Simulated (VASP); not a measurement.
A run of VASP 6.6.1 is set up as follows.

The input INCAR:

```
SYSTEM = TiPt3
PREC = Accurate
ENCUT = 520
EDIFF = 1E-6
ISMEAR = -1
SIGMA = 0.05
LREAL = .FALSE.
LASPH = .TRUE.
NELM = 80
ALGO = Fast
ISIF = 2
LWAVE = .FALSE.
LCHARG = .FALSE.
GGA = CA
NBANDS = 29
```

File KPOINTS:

```
regular mesh
0
G
  7 7 7
  0 0 0
```

File POSCAR:

```
TiPt3
1.0
    3.9482821967      0.0000000000      0.0000000000
    0.0000000000      3.9482821967      0.0000000000
    0.0000000000      0.0000000000      3.9482821967
Pt Ti
3 1
Direct
    0.5000000000      0.5000000000      0.0000000000
    0.5000000000      0.0000000000      0.5000000000
    0.0000000000      0.5000000000      0.5000000000
    0.0000000000      0.0000000000      0.0000000000
```

Potentials or basis: VASP PAW LDA potentials, release 64 (Pt, Ti_sv).

Command:

```console
$ cat potpaw_LDA.64/Pt/POTCAR potpaw_LDA.64/Ti_sv/POTCAR > POTCAR
$ mpirun -np 1 vasp_std > vasp.out
```

Task: Estimate the band gap on the k mesh.

Result: Zero (band 21 reaches 12.31 eV, above the bottom of band 22 at 10.90 eV).

Task: Estimate the pressure.

Result: -13.6 GPa.

Caveat: spin-orbit coupling is left out, which moves the levels of the heavy elements.
